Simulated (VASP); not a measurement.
MnS:

```
CELL_PARAMETERS angstrom
3.09904 0.00000 0.00000
0.00000 3.09904 0.00000
0.00000 0.00000 3.09904
ATOMIC_POSITIONS crystal
Mn 0.50000 0.50000 0.50000
S 0.00000 0.00000 0.00000
```

Base run:

- Program: VASP 6.6.1
- Functional: LDA
- Potentials or basis: VASP PAW LDA potentials, release 64 (Mn_pv, S)
- Cutoff: 520 eV
- k mesh: 7 × 7 × 7
- Occupations: fermi-dirac, width 0.1 eV
- Spin: collinear spin, ferromagnetic start
- Starting moments: [4.0, 0.0] μB
- Hubbard terms: Mn d U = 6.0 eV

Its results: pressure 10.6 GPa; net moment 4.79 μB per cell; site moments Mn +4.51; S +0.06 μB.

**Question.** The run is repeated on the same cell with these changes: hubbard terms from Mn d U = 6.0 eV to Mn d U = 8.0 eV. What comes out?

**Answer.** Pressure 13.0 GPa; net moment 4.82 μB per cell; site moments Mn +4.59; S +0.03 μB.

Caveats: the cell stands under pressure; a cell with one magnetic atom can't hold antiferromagnetic order, which such compounds often take.
